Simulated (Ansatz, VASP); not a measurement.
**RbBr in VASP and in Ansatz**

The input POSCAR:

```
RbBr
1.0
   -0.0163812424      3.4444446090      3.4444446090
    3.4444446090     -0.0163812424      3.4444446090
    3.4444446090      3.4444446090     -0.0163812424
Rb Br
1 1
Direct
    0.0000000000      0.0000000000      0.0000000000
    0.5000000000      0.5000000000      0.5000000000
```

The input INCAR.step1:

```
  PREC = Accurate
  ENCUT = 520
  ISMEAR = 0
  SIGMA = 0.01
  LREAL = F
  LASPH = T
  NELM = 80
  NBANDS = 15
  GGA = PE
  ALGO = Normal
  EDIFF = 1E-4
  LWAVE = T
  LCHARG = F
```

File INCAR.step2:

```
  PREC = Accurate
  ENCUT = 520
  EDIFF = 1E-7
  ISMEAR = 0
  SIGMA = 0.01
  LREAL = F
  LASPH = T
  NELM = 80
  ALGO = Normal
  ISIF = 2
  LWAVE = F
  LCHARG = F
  METAGGA = R2SCAN
  LMIXTAU = T
  NBANDS = 15
  ISTART = 1
```

Contents of KPOINTS:

```
Automatic mesh
0
Gamma
  6 6 6
```

Input for Ansatz:

```yaml
crystal:
  lattice:
    - [-0.0163812424, 3.444444609, 3.444444609]
    - [3.444444609, -0.0163812424, 3.444444609]
    - [3.444444609, 3.444444609, -0.0163812424]
  atoms:
    - { symbol: Rb, position: [0.0, 0.0, 0.0] }
    - { symbol: Br, position: [0.5, 0.5, 0.5] }
kpoints:
  mp_grid: { grid: [6, 6, 6] }
  band_path:
    path:
      - [0.0, 0.0, 0.0]
      - [0.5, 0.0, 0.5]
      - [0.625, 0.25, 0.625]
      - [0.375, 0.375, 0.75]
      - [0.5, 0.5, 0.5]
      - [0.5, 0.25, 0.75]
    npoints: 1
hamiltonian:
  xc: r2scan
scf:
  occupations: { method: fixed }
  n_extra_bands: 4
output:
  forces: true
  stress: true
  eigenvalues: true
```

Change from the starting cell: shear_111 strain -0.7%.

Alike in both runs: task single point; functional r2SCAN; k mesh 6 × 6 × 6; no spin polarisation.

|  | VASP | Ansatz |
| --- | --- | --- |
| version | VASP 6.6.1 | Ansatz 0.2.0 |
| potentials or method | VASP PAW PBE potentials, release 64 (Rb_sv, Br) | plane waves, PAW |
| plane-wave cutoff (eV) | 520 | 500 |
| occupations | gaussian, width 0.01 eV | fixed |
| valence electrons in the cell | 16 | 16 |

|  | VASP | Ansatz | Ansatz less VASP |
| --- | --- | --- | --- |
| gap on the k mesh at the Fermi level (eV) | 4.90 | 4.90 | 0.000 |
| pressure (GPa) | 0.1 | 0.1 | -0.02 |

VASP's potentials were made for PBE, not for r2SCAN.
